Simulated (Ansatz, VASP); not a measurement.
# In7CoSb8: VASP beside Ansatz

File INCAR:

```
SYSTEM = In7CoSb8
PREC = Accurate
ENCUT = 520
EDIFF = 1E-6
ISMEAR = 0
SIGMA = 0.05
LREAL = Auto
LASPH = .True.
NELM = 150
ALGO = Normal
ISIF = 2
LWAVE = .False.
LCHARG = .False.
ISPIN = 2
MAGMOM = 1.36 0 0 0 0 0 0 0 -0.01 -0.01 -0.01 0 -0.01 0 0 0
LORBIT = 11
LMAXMIX = 4
GGA = PS
NBANDS = 88
```

File KPOINTS:

```
regular mesh
0
Gamma
  2 2 2
  0 0 0
```

The input POSCAR:

```
In7CoSb8
1.0
    0.0000000000      6.4782000000      6.4782000000
    6.4782000000      0.0000000000      6.4782000000
    6.4782000000      6.4782000000      0.0000000000
Co In Sb
1 7 8
Direct
    1.0000000000      0.0000000000      1.0000000000
    0.0041435421      0.0041435421      0.4958564579
    0.0041435421      0.4958564579      0.0041435421
    0.0041435421      0.4958564579      0.4958564579
    0.4958564579      0.0041435421      0.0041435421
    0.4958564579      0.0041435421      0.4958564579
    0.4958564579      0.4958564579      0.0041435421
    0.5000000000      0.5000000000      0.5000000000
    0.1174515371      0.1174515371      0.1174515371
    0.1174515371      0.1174515371      0.6476453887
    0.1174515371      0.6476453887      0.1174515371
    0.1230022386      0.6256659205      0.6256659205
    0.6476453887      0.1174515371      0.1174515371
    0.6256659205      0.1230022386      0.6256659205
    0.6256659205      0.6256659205      0.1230022386
    0.6256659205      0.6256659205      0.6256659205
```

Input for Ansatz:

```yaml
crystal:
  lattice:
    - [0.0, 6.4782, 6.4782]
    - [6.4782, 0.0, 6.4782]
    - [6.4782, 6.4782, 0.0]
  atoms:
    - { symbol: Co, position: [1.0, 0.0, 1.0], spin: 4.0 }
    - { symbol: In, position: [0.0041435421, 0.0041435421, 0.4958564579] }
    - { symbol: In, position: [0.0041435421, 0.4958564579, 0.0041435421] }
    - { symbol: In, position: [0.0041435421, 0.4958564579, 0.4958564579] }
    - { symbol: In, position: [0.4958564579, 0.0041435421, 0.0041435421] }
    - { symbol: In, position: [0.4958564579, 0.0041435421, 0.4958564579] }
    - { symbol: In, position: [0.4958564579, 0.4958564579, 0.0041435421] }
    - { symbol: In, position: [0.5, 0.5, 0.5] }
    - { symbol: Sb, position: [0.1174515371, 0.1174515371, 0.1174515371] }
    - { symbol: Sb, position: [0.1174515371, 0.1174515371, 0.6476453887] }
    - { symbol: Sb, position: [0.1174515371, 0.6476453887, 0.1174515371] }
    - { symbol: Sb, position: [0.1230022386, 0.6256659205, 0.6256659205] }
    - { symbol: Sb, position: [0.6476453887, 0.1174515371, 0.1174515371] }
    - { symbol: Sb, position: [0.6256659205, 0.1230022386, 0.6256659205] }
    - { symbol: Sb, position: [0.6256659205, 0.6256659205, 0.1230022386] }
    - { symbol: Sb, position: [0.6256659205, 0.6256659205, 0.6256659205] }
basis:
  ecutwfc: 420
  ecutrho_ratio: 4
kpoints:
  mp_grid: { grid: [2, 2, 2] }
hamiltonian:
  xc: pbesol
  hubbard:
    sites:
      - { site: 0, l: d, u_eff: 0.0, starting_ns: [{ spin: up, occupation_matrix: s0up }, { spin: down, occupation_matrix: s0down }] }
    occupation_matrices:
      s0up:
        matrix:
          - [0.97, 0.0, 0.0, 0.0, 0.0]
          - [0.0, 0.97, 0.0, 0.0, 0.0]
          - [0.0, 0.0, 0.97, 0.0, 0.0]
          - [0.0, 0.0, 0.0, 0.97, 0.0]
          - [0.0, 0.0, 0.0, 0.0, 0.97]
      s0down:
        matrix:
          - [0.21379, 0.17656, 0.21963, -0.09474, -0.24116]
          - [0.17656, 0.18087, 0.20011, -0.08632, -0.21972]
          - [0.21963, 0.20011, 0.26891, -0.10737, -0.27332]
          - [-0.09474, -0.08632, -0.10737, 0.06632, 0.1179]
          - [-0.24116, -0.21972, -0.27332, 0.1179, 0.32011]
    ns_hold: { iters: 12 }
scf:
  occupations: { method: gaussian, width: 0.05 }
  lower_state_search: "off"
  max_iter: 150
output:
  forces: true
  stress: true
  eigenvalues: true
  populations: true
  hubbard: { sites: [{ site: 0, l: d }] }
  write_density: true
  write_potential: true
  elf: true
  volumetric_format: npy
magnetization:
  spin_polarized: true
```

Alike in both runs: task single point; functional PBEsol; k mesh 2 × 2 × 2; occupations gaussian, width 0.05 eV; collinear spin.

|  | VASP | Ansatz |
| --- | --- | --- |
| version | VASP 6.6.1 | Ansatz 0.2.0 |
| potentials or method | VASP PAW PBE potentials, release 64 (Co, In_d, Sb), cutoff 520 eV | scalar-relativistic, plane waves, PAW |
| valence electrons in the cell | 140 | 228 |

Ansatz gave:

* gap on the k mesh at the Fermi level (eV): none
* pressure (GPa): -1.5
* rms of the force components (eV/Å): 0.289
* net moment per atom (μB): 0.08
* size of the moment on the site where the two differ most (μB): 1.24

Task: Estimate VASP's values.

Result: gap on the k mesh at the Fermi level (eV): none; pressure (GPa): -1.5; rms of the force components (eV/Å): 0.290; net moment per atom (μB): 0.08; size of the moment on the site where the two differ most (μB): 1.22.

VASP's potentials were made for PBE, not for PBEsol. Site moments also hang on the region over which each program counts them. Atom by atom the forces differ by 0.002 eV/Å (rms over components). A gap of «none» marks a metal or a gap that the smearing closes. VASP's potentials hold 140 valence electrons a cell and Ansatz's 228, so a difference there can come from the potentials and not from the codes. Ansatz's warnings: specified occupation not kept, symmetry narrowed by occupation matrices.

The k mesh is coarse, so the values compare programs but aren't converged. Neither program's run includes spin-orbit coupling.
